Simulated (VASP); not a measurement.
Write the native input for VASP 6.6.1 that does the following.

* Task: single point
* Functional: PBE
* Potentials or basis: VASP PAW PBE potentials, release 64 (Ti_sv)
* Cutoff: 520 eV
* k mesh: 33 × 33 × 18
* Occupations: gaussian, width 0.1 eV
* Spin: no spin polarisation
* Dipole correction: no
* Further INCAR settings: ALGO = Fast; EDIFF = 1e-06; NBANDS = 19

The structure of Ti lies in POSCAR:

```
Ti
1.0
    2.9387936150      0.0000000000      0.0000000000
   -1.4693968075      2.5450699270      0.0000000000
    0.0000000000      0.0000000000      4.6503482234
Ti
2
Direct
    0.3333333333      0.6666666667      0.2500000000
    0.6666666667      0.3333333333      0.7500000000
```

One way to write it, as run:

INCAR

```
PREC     = Accurate       # precision mode
ENCUT    = 520            # plane-wave cutoff, eV
EDIFF    = 1E-6           # SCF threshold, eV
ISMEAR   = 0              # smearing method
SIGMA    = 0.1            # smearing width, eV
LREAL    = False          # projectors in reciprocal space
LASPH    = True           # aspherical terms in the spheres
NELM     = 80             # most SCF steps
ALGO     = Fast           # electronic algorithm
ISIF     = 2              # what is computed and relaxed
LWAVE    = False          # write WAVECAR
LCHARG   = False          # write CHGCAR
GGA      = PE             # functional
NBANDS   = 19             # bands
```

KPOINTS

```
regular mesh
0
Gamma
  33 33 18
```

Potentials or basis: VASP PAW PBE potentials, release 64 (Ti_sv).

Run with:

```sh
$ cat potpaw_PBE.64/Ti_sv/POTCAR > POTCAR
$ mpirun -np 1 vasp_std > vasp.out
```

Results of the run:

```json
{"Pressure": "-0.7 GPa", "Band gap on the k mesh": "zero (bands 12 and 13 overlap by 1.11 eV)"}
```

Run time: 16 min on 1 thread of Intel(R) Xeon(R) Platinum 8488C (Sapphire Rapids) (shared host), peak memory 0.64 GiB.
